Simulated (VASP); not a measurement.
Here is a VASP 6.6.1 calculation.

INCAR

```
ALGO     = Normal         # electronic algorithm
EDIFF    = 1E-6           # SCF threshold, eV
ENCUT    = 520            # plane-wave cutoff, eV
GGA      = PS             # functional
ISIF     = 2              # what is computed and relaxed
ISMEAR   = 0              # smearing method
LASPH    = True           # aspherical terms in the spheres
LCHARG   = False          # write CHGCAR
LREAL    = False          # projectors in reciprocal space
LWAVE    = False          # write WAVECAR
NBANDS   = 31             # bands
NELM     = 100            # most SCF steps
PREC     = Accurate       # precision mode
SIGMA    = 0.03           # smearing width, eV
```

KPOINTS

```
k-points
0
Gamma
  6 6 6
```

POSCAR

```
Si7Ge
1.0
    5.4591768144      0.0000000000      0.0000000000
    0.0000000000      5.4591768144      0.0000000000
    0.0000000000      0.0000000000      5.4591768144
Si Ge
7 1
Direct
    0.2525976817      0.2525976817      0.2869435192
    0.0000000000      0.5000000000      0.5343458375
    0.5000000000      0.5000000000      0.0343458375
    0.5000000000      0.0000000000      0.5343458375
    0.7474023183      0.2525976817      0.7817481558
    0.7474023183      0.7474023183      0.2869435192
    0.2525976817      0.7474023183      0.7817481558
    0.0000000000      0.0000000000      0.0000000000
```

Potentials or basis: VASP PAW PBE potentials, release 64 (Si, Ge_d).

Launch:

```console
$ cat potpaw_PBE.64/Si/POTCAR potpaw_PBE.64/Ge_d/POTCAR > POTCAR
$ mpirun -np 1 vasp_std > vasp.out
```

(1) Estimate the largest force.

(2) Estimate the band gap on the k mesh.

(3) Estimate the pressure.

## Answers

(1) 2.291 eV/Å.

(2) 0.13 eV.

(3) 0.4 GPa.

Caveat: the cell differs from its parent crystal (all Si atoms moved +0.188 Å, as atom 1 along Cartesian [0 0 1]); the PAW data sets were made with another functional, which shifts forces and pressure a little.
